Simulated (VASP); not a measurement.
Here is a VASP 6.6.1 calculation.

File INCAR:

```
SYSTEM = Ir
PREC = Accurate ; ENCUT = 500
EDIFF = 1E-6 ; ISMEAR = 0
SIGMA = 0.1 ; LREAL = .FALSE.
LASPH = .TRUE. ; NELM = 120
ALGO = Normal ; ISIF = 2
LWAVE = .FALSE. ; LCHARG = .TRUE.
GGA = CA ; LELF = .TRUE.
LVHAR = .TRUE. ; NBANDS = 10
GGA_COMPAT = .FALSE.
```

The input KPOINTS:

```
Automatic mesh
0
G
  6 6 6
  0 0 0
```

File POSCAR:

```
Ir
1.0
    0.0000000000      1.9269646676      1.9269646676
    1.9269646676      0.0000000000      1.9269646676
    1.9269646676      1.9269646676      0.0000000000
Ir
1
Direct
    0.0000000000      0.0000000000      0.0000000000
```

Potentials or basis: VASP PAW LDA potentials, release 64 (Ir).

Launch:

```console
$ cat potpaw_LDA.64/Ir/POTCAR > POTCAR
$ mpirun -np 1 vasp_std > vasp.out
```

(1) Estimate the pressure.

Results:

(1) -9.5 GPa.

Caveat: the k points lie up to 0.47 Å⁻¹ apart.
